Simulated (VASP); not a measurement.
Wanted: the native input for a VASP 6.6.1 run.

```
Task                   : single point
Functional             : LDA
Potentials or basis    : VASP PAW LDA potentials, release 64 (Cd)
Cutoff                 : 520 eV
k mesh                 : 12 × 12 × 12
Occupations            : fermi-dirac, width 0.1 eV
Spin                   : no spin polarisation
Dipole correction      : no
Further INCAR settings : ALGO = Normal; EDIFF = 1e-06; NBANDS = 12
```

The structure of Cd lies in POSCAR:

```
Cd
1.0
    2.7742011789      0.0000000000      0.0000000000
    0.0000000000      2.7742011789      0.0000000000
    0.0000000000      0.0000000000      2.7742011789
Cd
1
Direct
    0.0000000000      0.0000000000      0.0000000000
```

This cell differs from its parent crystal: volume scaled by 0.92.

One way to write it, as run:

INCAR

```
PREC = Accurate
ENCUT = 520
EDIFF = 1E-6
ISMEAR = -1
SIGMA = 0.1
LREAL = F
LASPH = T
NELM = 100
ALGO = Normal
ISIF = 2
LWAVE = F
LCHARG = T
LELF = T
LVHAR = T
NBANDS = 12
```

KPOINTS

```
regular mesh
0
Gamma
  12 12 12
```

Potentials or basis: VASP PAW LDA potentials, release 64 (Cd).

Run with:

```console
$ cat potpaw_LDA.64/Cd/POTCAR > POTCAR
$ mpirun -np 1 vasp_std > vasp.out
```

It gave:

```
Pressure               : 6.4 GPa
Band gap on the k mesh : zero (band 6 reaches 7.79 eV, above the bottom of band 7 at 0.11 eV)
```

Run time: 20 s on 1 thread of Intel Xeon 8259CL, on a shared host, peak memory 0.14 GiB.
